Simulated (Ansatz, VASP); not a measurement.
## SrTiO3 in VASP and in Ansatz

INCAR

```
SYSTEM = SrTiO3
  PREC = Accurate
  ENCUT = 520
  EDIFF = 1E-7
  ISMEAR = 0
  SIGMA = 0.05
  LREAL = .FALSE.
  LASPH = .TRUE.
  NELM = 80
  ALGO = Normal
  ISIF = 2
  LWAVE = .FALSE.
  LCHARG = .FALSE.
  GGA = PE
  NBANDS = 51
```

File KPOINTS:

```
regular mesh
0
G
  6 6 6
  0 0 0
```

The input POSCAR:

```
SrTiO3
1.0
   -3.9364035682      0.0000000000     -3.9364035682
    0.0000000000     -3.9364035682     -3.9364035682
   -3.9364035682     -3.9364035682      0.0000000000
Sr Ti O
2 2 6
Direct
    0.0000000000      0.0000000000      0.0000000000
    0.5000000000      0.5000000000      0.5000000000
    0.2500000000      0.2500000000      0.2971535824
    0.7500000000      0.7500000000      0.7028464176
    0.0000000000      0.5000000000      0.0000000000
    0.5000000000      0.0000000000      0.5000000000
    0.0000000000      0.5000000000      0.5000000000
    0.5000000000      0.0000000000      0.0000000000
    0.0000000000      0.0000000000      0.5000000000
    0.5000000000      0.5000000000      0.0000000000
```

Input for Ansatz:

```yaml
crystal:
  lattice:
    - [-3.9364035682, 0.0, -3.9364035682]
    - [0.0, -3.9364035682, -3.9364035682]
    - [-3.9364035682, -3.9364035682, 0.0]
  atoms:
    - { symbol: Sr, position: [0.0, 0.0, 0.0] }
    - { symbol: Sr, position: [0.5, 0.5, 0.5] }
    - { symbol: Ti, position: [0.25, 0.25, 0.2971535824] }
    - { symbol: Ti, position: [0.75, 0.75, 0.7028464176] }
    - { symbol: O, position: [0.0, 0.5, 0.0] }
    - { symbol: O, position: [0.5, 0.0, 0.5] }
    - { symbol: O, position: [0.0, 0.5, 0.5] }
    - { symbol: O, position: [0.5, 0.0, 0.0] }
    - { symbol: O, position: [0.0, 0.0, 0.5] }
    - { symbol: O, position: [0.5, 0.5, 0.0] }
basis:
  ecutwfc: 420
kpoints:
  mp_grid: { grid: [6, 6, 6] }
hamiltonian:
  xc: pbe
scf:
  occupations: { method: gaussian, width: 0.05 }
output:
  forces: true
  stress: true
  eigenvalues: true
```

Change from the starting cell: mode 19 (414.3 1/cm) frozen in, largest displacement +0.263 Å.

Alike in both runs: task single point; functional PBE; k mesh 6 × 6 × 6; occupations gaussian, width 0.05 eV; no spin polarisation.

|  | VASP | Ansatz |
| --- | --- | --- |
| version | VASP 6.6.1 | Ansatz 0.2.0 |
| potentials or method | VASP PAW PBE potentials, release 64 (Sr_sv, Ti_sv, O), cutoff 520 eV | scalar-relativistic, plane waves, PAW |
| valence electrons in the cell | 80 | 80 |

```tsv
	VASP	Ansatz	Ansatz less VASP
gap on the k mesh at the Fermi level (eV)	0.45	0.48	+0.029
least direct gap on the mesh (eV)	0.45	0.48	+0.029
pressure (GPa)	5.9	5.2	-0.65
traceless stress, the component that is largest in VASP (GPa)	-7.30	-7.21	+0.095
rms of the force components (eV/Å)	2.135	2.113	-0.0224
```

Atom by atom the forces differ by 0.022 eV/Å (rms over components). With one functional, cell and mesh, what is left measures potentials, basis and numerics.
